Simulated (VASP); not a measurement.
Runs of VASP 6.6.1 on C. The structure is that of space group Fd-3m (No. 227), or close to it. The cells are those of the table. 

| cell | gap on the mesh (eV) | pressure (GPa) |
| --- | --- | --- |
| a = 2.623 Å, angles 60.0°, 2 atoms | (c) | -43.4 |
| a = 2.472, b = 2.472, c = 2.421 Å, angles 60.7, 60.7, 58.6°, 2 atoms | 3.97 | 40.9 |
| a = 2.573, b = 2.573, c = 2.623 Å, angles 59.4, 59.4, 61.3°, 2 atoms | 3.19 | (a) |
| a = 2.674, b = 2.674, c = 2.623 Å, angles 60.6, 60.6, 58.7°, 2 atoms | 3.54 | -53.0 |
| a = 2.421 Å, angles 60.0°, 2 atoms | 4.64 | (b) |

Alike in all rows: task single point; level r2SCAN; potentials or basis VASP PAW PBE potentials, release 64 (C); no spin polarisation; k mesh 12 × 12 × 12; cutoff (eV) 520; smearing gaussian 0.05 eV.

Fill in the values left out.

(a) -31.5; (b) 66.8; (c) 4.07.

Caveats: the PAW data sets were made with another functional, which shifts forces and pressure a little.

A k mesh can miss the band edges.
